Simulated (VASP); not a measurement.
# MgO (P6_3/mmc) in VASP: notebook

The runs below take MgO through single point, with PBE.

Program: VASP 6.6.1. These are calculated values, not measurements. Logs are shortened: lines on timing, memory, paths and dates and some standing lists are left out, and cuts for length are marked.

**1. The cell of the first run**

The structure is hexagonal, space group P6_3/mmc (No. 194). Conventional cell: a = 2.874 Å, b = 2.874 Å, c = 5.006 Å, α = 90.00°, β = 90.00°, γ = 120.00°. Within 2.8 Å of Mg (site symmetry -3m) lie 6 O at 2.08 Å and 2 Mg at 2.50 Å. Within 2.8 Å of O (site symmetry -6m2) lie 6 Mg at 2.08 Å.

**2. Single point, PBE (volume changed by -5%)**

The input, INCAR:

```
PREC     = Accurate       # precision mode
ENCUT    = 520            # plane-wave cutoff, eV
EDIFF    = 1E-7           # SCF threshold, eV
ISMEAR   = 0              # smearing method
SIGMA    = 0.01           # smearing width, eV
LREAL    = F              # projectors in reciprocal space
LASPH    = T              # aspherical terms in the spheres
NELM     = 60             # most SCF steps
ALGO     = Normal         # electronic algorithm
ISIF     = 2              # what is computed and relaxed
LWAVE    = F              # write WAVECAR
LCHARG   = F              # write CHGCAR
GGA      = PE             # functional
NBANDS   = 16             # bands
```

The input, KPOINTS:

```
regular mesh
0
Gamma
  6 6 2
```

The input, POSCAR:

```
MgO
1.0
    2.8735024137      0.0000000000      0.0000000000
   -1.4367512069      2.4885260881      0.0000000000
    0.0000000000      0.0000000000      5.0057781657
Mg O
2 2
Direct
    0.0000000000      0.0000000000      0.0000000000
    0.0000000000      0.0000000000      0.5000000000
    0.3333333333      0.6666666667      0.2500000000
    0.6666666667      0.3333333333      0.7500000000
```

Potentials or basis: VASP PAW PBE potentials, release 64 (Mg, O).

The run is started by

```sh
$ cat potpaw_PBE.64/Mg/POTCAR potpaw_PBE.64/O/POTCAR > POTCAR
$ mpirun -np 1 vasp_std > vasp.out
```

OUTCAR:

```text
PREC = Accurate
   ENCUT = 520
   EDIFF = 1E-7
   ISMEAR = 0
   LREAL = F
   LASPH = T
   NELM = 60
   ISIF = 2
   GGA = PE

 ion  position               nearest neighbor table
   1  0.000  0.000  0.000-   3 2.08   4 2.08   4 2.08   3 2.08   4 2.08   3 2.08   2 2.50   2 2.50

   2  0.000  0.000  0.500-   3 2.08   4 2.08   4 2.08   3 2.08   4 2.08   3 2.08   1 2.50   1 2.50

   3  0.333  0.667  0.250-   1 2.08   2 2.08   1 2.08   2 2.08   1 2.08   2 2.08
   4  0.667  0.333  0.750-   1 2.08   2 2.08   1 2.08   2 2.08   1 2.08   2 2.08

  LATTYP: Found a hexagonal cell.
 ALAT       =     2.8735024137
 C/A-ratio  =     1.7420476634

  Lattice vectors:

 A1 = (   2.8735024137,   0.0000000000,   0.0000000000)
 A2 = (  -1.4367512069,   2.4885260881,   0.0000000000)
 A3 = (   0.0000000000,   0.0000000000,   5.0057781657)

Analysis of symmetry for initial positions (statically):
=====================================================================
 Subroutine PRICEL returns:
 Original cell was already a primitive cell.

 Routine SETGRP: Setting up the symmetry group for a
 hexagonal supercell.

 Subroutine GETGRP returns: Found 24 space group operations
 (whereof 12 operations were pure point group operations)
 out of a pool of 24 trial point group operations.

The static configuration has the point symmetry D_3d.
 The point group associated with its full space group is D_6h.

Analysis of symmetry for dynamics (positions and initial velocities):
=====================================================================
 Subroutine PRICEL returns:
 Original cell was already a primitive cell.

 Routine SETGRP: Setting up the symmetry group for a
 hexagonal supercell.

 Subroutine GETGRP returns: Found 24 space group operations
 (whereof 12 operations were pure point group operations)
 out of a pool of 24 trial point group operations.

The dynamic configuration has the point symmetry D_3d.
 The point group associated with its full space group is D_6h.

 Subroutine INISYM returns: Found 24 space group operations
 (whereof 12 operations are pure point group operations),
 and found     1 'primitive' translations

----------------------------------------------------------------------------------------

                                     Primitive cell

  volume of cell :      35.7952

  direct lattice vectors                    reciprocal lattice vectors
     2.873502414  0.000000000  0.000000000     0.348007364  0.200922145  0.000000000
    -1.436751207  2.488526088  0.000000000     0.000000000  0.401844290  0.000000000
     0.000000000  0.000000000  5.005778166     0.000000000  0.000000000  0.199769140

  length of vectors
     2.873502414  2.873502414  5.005778166     0.401844290  0.401844290  0.199769140

  position of ions in fractional coordinates (direct lattice)
     0.000000000  0.000000000  0.000000000
     0.000000000  0.000000000  0.500000000
     0.333333333  0.666666667  0.250000000
     0.666666667  0.333333333  0.750000000

  ion indices of the primitive-cell ions
   primitive index   ion index
                 1           1
                 2           2
                 3           3
                 4           4

----------------------------------------------------------------------------------------

 KPOINTS: regular mesh

Automatic generation of k-mesh.
 Grid dimensions read from file:
 generate k-points for:    6    6    2

 Generating k-lattice:

  Cartesian coordinates                     Fractional coordinates (reciprocal lattice)
     0.058001227  0.033487024  0.000000000     0.166666667 -0.000000000  0.000000000
     0.000000000  0.066974048  0.000000000     0.000000000  0.166666667  0.000000000
     0.000000000  0.000000000  0.099884570     0.000000000  0.000000000  0.500000000

  Length of vectors
     0.066974048  0.066974048  0.099884570

  Shift w.r.t. Gamma in fractional coordinates (k-lattice)
     0.000000000  0.000000000  0.000000000

 Subroutine IBZKPT returns following result:
 ===========================================

 Found     14 irreducible k-points:

 Following reciprocal coordinates:
            Coordinates               Weight
  0.000000  0.000000  0.000000      1.000000
  0.166667  0.000000  0.000000      6.000000
  0.333333  0.000000  0.000000      6.000000
  0.500000 -0.000000  0.000000      3.000000
  0.166667  0.166667  0.000000      6.000000
  0.333333  0.166667  0.000000     12.000000
  0.333333  0.333333  0.000000      2.000000
  0.000000  0.000000  0.500000      1.000000
  0.166667  0.000000  0.500000      6.000000
  0.333333  0.000000  0.500000      6.000000
  0.500000 -0.000000  0.500000      3.000000
  0.166667  0.166667  0.500000      6.000000
  0.333333  0.166667  0.500000     12.000000
  0.333333  0.333333  0.500000      2.000000
   k-points           NKPTS =     14   k-points in BZ     NKDIM =     14   number of bands    NBANDS=     16
   number of dos      NEDOS =    301   number of ions     NIONS =      4
   total plane-waves  NPLWV =  23040
   dimension x,y,z NGX =    24 NGY =   24 NGZ =   40
   dimension x,y,z NGXF=    48 NGYF=   48 NGZF=   80
   ions per type =               2   2
   NGX,Y,Z   is equivalent  to a cutoff of  13.89, 13.89, 13.28 a.u.
   NGXF,Y,Z  is equivalent  to a cutoff of  27.77, 27.77, 26.57 a.u.
 SYSTEM =  unknown system
   PREC   = accura    normal or accurate (medium, high low for compatibility)
   ISTART =      0    job   : 0-new  1-cont  2-samecut
   ICHARG =      2    charge: 1-file 2-atom 10-const
   ISPIN  =      1    spin polarized calculation?
   LNONCOLLINEAR =      F non collinear calculations
   LSORBIT =      F    spin-orbit coupling
   LASPH  =      T    aspherical Exc in radial PAW
   ENCUT  =  520.0 eV  38.22 Ry    6.18 a.u.   5.34  5.34  9.31*2*pi/ulx,y,z
   NELM   =     60;   NELMIN=  2; NELMDL= -5     # of ELM steps
   EDIFF  = 0.1E-06   stopping-criterion for ELM
   LREAL  =      F    real-space projection
   EDIFFG = 0.1E-05   stopping-criterion for IOM
   NSW    =      0    number of steps for IOM
   IBRION =     -1    ionic relax: 0-MD 1-quasi-New 2-CG
   NFREE  =      0    steps in history (QN), initial steepest desc. (CG)
   ISIF   =      2    stress and relaxation
   ISYM   =      2    0-nonsym 1-usesym 2-fastsym
   POTIM  = 0.5000    time-step for ionic-motion
   TEBEG  =    0.0;   TEEND  =   0.0 temperature during run
   PSTRESS=    0.0 pullay stress
   NELECT =      16.0000    total number of electrons
   NUPDOWN=      -1.0000    fix difference up-down
   EMIN   =  10.00;   EMAX   =-10.00  energy-range for DOS
   EFERMI =   0.00;   METHOD = LEGACY
   ISMEAR =     0;   SIGMA  =   0.01  broadening in eV -4-tet -1-fermi 0-gaus
   EFERMI_NEDOS =   21; number of points for ismear=-14 and -15
   IALGO  =     38    algorithm
   IMIX   =      4    mixing-type and parameters
     AMIX     =   0.40;   BMIX     =  1.00
     AMIX_MAG =   1.60;   BMIX_MAG =  1.00
  volume/ion in A,a.u.               =       8.95        60.39
  Fermi-wavevector in a.u.,A,eV,Ry     =   1.251718  2.365403 21.317568  1.566797
  Thomas-Fermi vector in A             =   2.385652
   LORBIT       =      0    0 simple, 1 ext, 2 COOP (PROOUT), +10 PAW based schemes
   GGA     = PE    functional components
   LHFCALC =     F    Hartree Fock is set to
   AEXX    =    0.0000 exact exchange contribution
   IVDW    =     0    specifies the selected vdW correction
   LEPSILON=     F    determine dielectric tensor
   LRPA    =     F    only Hartree local field effects (RPA)
 non-spin polarized calculation
 Gauss-broadening in eV      SIGMA  =   0.01
  energy-cutoff  :      520.00
  volume of cell :       35.80
 maximum number of plane-waves:       991
 NGX is ok and might be reduce to    24
   NGX = 11   NGY = 11   NGZ = 19

 number of electron      15.9999997 magnetization

 Free energy of the ion-electron system (eV)
  ---------------------------------------------------
  ext. energy  EPLUGINS =         0.00000000
  ---------------------------------------------------
  free energy    TOTEN  =       -23.08665568 eV

  energy without entropy =      -23.08665568  energy(sigma->0) =      -23.08665568

 E-fermi :   3.7461     XC(G=0): -11.2693

 val. band max:        3.7032013916   @ k =   0.0000   0.0000   0.0000
 cond. band min:       8.6605091495   @ k =   0.0000   0.0000   0.0000
 fundamental gap:      4.9573077578
 Fermi energy:         3.7460819743

 k-point     1 :       0.0000    0.0000    0.0000
  band No.  band energies     occupation
      1     -13.9544      2.00000
      2     -12.7340      2.00000
      3      -1.4830      2.00000
      4       3.1330      2.00000
      5       3.1330      2.00000
      6       3.1744      2.00000
[... 8 lines left out ...]
     15      21.5522      0.00000
     16      21.5522      0.00000

 k-point     2 :       0.1667    0.0000    0.0000
  band No.  band energies     occupation
      1     -13.6649      2.00000
      2     -12.5953      2.00000
      3      -1.0637      2.00000
      4       2.0264      2.00000
      5       2.3611      2.00000
      6       2.9340      2.00000
[... 8 lines left out ...]
     15      21.5980      0.00000
     16      21.7542      0.00000

 k-point     3 :       0.3333    0.0000    0.0000
  band No.  band energies     occupation
      1     -12.9820      2.00000
      2     -12.3332      2.00000
      3      -0.0084      2.00000
      4       0.0057      2.00000
      5       0.6741      2.00000
      6       2.5672      2.00000
[... 8 lines left out ...]
     15      20.7922      0.00000
     16      23.0476      0.00000
[... 172 lines left out ...]
 k-point    13 :       0.3333    0.1667    0.5000
  band No.  band energies     occupation
      1     -12.3958      2.00000
      2     -12.3958      2.00000
      3      -0.5170      2.00000
      4      -0.5170      2.00000
      5       1.6187      2.00000
      6       1.6187      2.00000
[... 8 lines left out ...]
     15      20.5747      0.00000
     16      20.5747      0.00000

 k-point    14 :       0.3333    0.3333    0.5000
  band No.  band energies     occupation
      1     -12.2570      2.00000
      2     -12.2570      2.00000
      3      -0.0679      2.00000
      4      -0.0679      2.00000
      5       0.5590      2.00000
      6       0.5590      2.00000
[... 8 lines left out ...]
     15      20.1041      0.00000
     16      20.1041      0.00000

------------------------ aborting loop because EDIFF is reached ----------------------------------------

  FORCE on cell =-STRESS in cart. coord.  units (eV):
  Direction    XX          YY          ZZ          XY          YZ          ZX
  --------------------------------------------------------------------------------------
  -------------------------------------------------------------------------------------
  Total        3.1109377      3.1109377      3.5130587     -0.0000000      0.0000000      0.0000000
  in kB      139.2440127    139.2440127    157.2427473     -0.0000000      0.0000000      0.0000000
  external PRESSURE =     145.2435909 kB  Pullay stress =       0.0000000 kB

 VOLUME and BASIS-vectors are now :
 -----------------------------------------------------------------------------
  energy-cutoff  :      520.00
  volume of cell :       35.80
      direct lattice vectors                 reciprocal lattice vectors
     2.873502414  0.000000000  0.000000000     0.348007364  0.200922145  0.000000000
    -1.436751207  2.488526088  0.000000000     0.000000000  0.401844290  0.000000000
     0.000000000  0.000000000  5.005778166     0.000000000  0.000000000  0.199769140

 POSITION                                       TOTAL-FORCE (eV/Angst)
 -----------------------------------------------------------------------------------
      0.00000      0.00000      0.00000         0.000000      0.000000      0.000000
      0.00000      0.00000      2.50289         0.000000      0.000000      0.000000
     -0.00000      1.65902      1.25144        -0.000000     -0.000000     -0.000000
      1.43675      0.82951      3.75433         0.000000      0.000000      0.000000
 -----------------------------------------------------------------------------------
    total drift:                               -0.000000      0.000000     -0.000000

  FREE ENERGIE OF THE ION-ELECTRON SYSTEM (eV)
  ---------------------------------------------------
  free  energy   TOTEN  =       -23.0866556799 eV

  energy  without entropy=      -23.0866556799  energy(sigma->0) =      -23.08665568
```

Run time: 11 s. Hardware: 1 thread of AMD EPYC 7R43 (Zen 3), shared host; peak memory 0.12 GiB.

What came out:

- Free energy: -23.0867 eV
- Pressure: 14.5 GPa
- Band gap on the k mesh: 4.96 eV, direct

Stress tensor (GPa, compression positive):
```
13.92  0.00  0.00
 0.00 13.92  0.00
 0.00  0.00 15.72
```

Caveat: the k points lie up to 0.63 Å⁻¹ apart.

(Part 1 of 3 ends here.)
